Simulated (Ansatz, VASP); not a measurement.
**Two plane-wave programs on In3P**

```
P In
1.0
     0.00000    3.67189    3.67189
     3.67189    0.00000    3.67189
     3.67189    3.67189    0.00000
P In
1 3
Direct
  0.00000 0.00000 0.00000
  0.50000 0.50000 0.50000
  0.25000 0.25000 0.25000
  0.75000 0.75000 0.75000
```

Alike in both runs: functional PBE; k mesh 10 × 10 × 10; occupations fermi-dirac, width 0.03 eV; no spin polarisation.

Ansatz relaxed the structure, and its values are those at the end. VASP's run is a single point on that final structure, the one shown.

|  | VASP | Ansatz |
| --- | --- | --- |
| version | VASP 6.6.1 | Ansatz 0.2.0 |
| potentials or method | VASP PAW PBE potentials, release 64 (P, In_d) | PAW with Ansatz's default frozen-core files, scalar-relativistic |
| plane-wave cutoff (eV) | 520 | 420 |
| valence electrons in the cell | 44 | 44 |

|  | VASP | Ansatz | Ansatz less VASP |
| --- | --- | --- | --- |
| pressure (GPa) | 0.0 | 0.0 | +0.03 |

With one functional, cell and mesh, what is left measures potentials, basis and numerics.
